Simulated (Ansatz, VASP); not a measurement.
**One calculation of BN, two programs**

```
B N
1.0
    -0.02707    1.80481    1.80481
     1.80481   -0.02707    1.80481
     1.77774    1.77774    0.00000
B N
1 1
Direct
  0.00000 0.00000 0.00000
  0.75000 0.75000 0.75000
```

Change from the starting cell: strain -0.0300 x Voigt [0, 0, 0, 0, 0, 1], atoms carried along.

Alike in both runs: task single point; functional r2SCAN; k mesh 12 × 12 × 12; occupations gaussian, width 0.05 eV; no spin polarisation.

```csv
,VASP,Ansatz
version,VASP 6.6.1,Ansatz 0.2.0
potentials or method,"VASP PAW PBE potentials, release 64 (B, N), cutoff 520 eV","scalar-relativistic, plane waves, PAW"
valence electrons in the cell,8,8
```

```tsv
	VASP	Ansatz	Ansatz less VASP
gap on the k mesh at the Fermi level (eV)	4.86	4.88	+0.021
least direct gap on the mesh (eV)	9.08	9.12	+0.036
pressure (GPa)	1.6	0.5	-1.12
traceless stress, the component that is largest in VASP (GPa)	14.14	14.05	-0.087
rms of the force components (eV/Å)	0.018	0.014	-0.0039
```

VASP's potentials were made for PBE, not for r2SCAN. Atom by atom the forces differ by 0.004 eV/Å (rms over components).
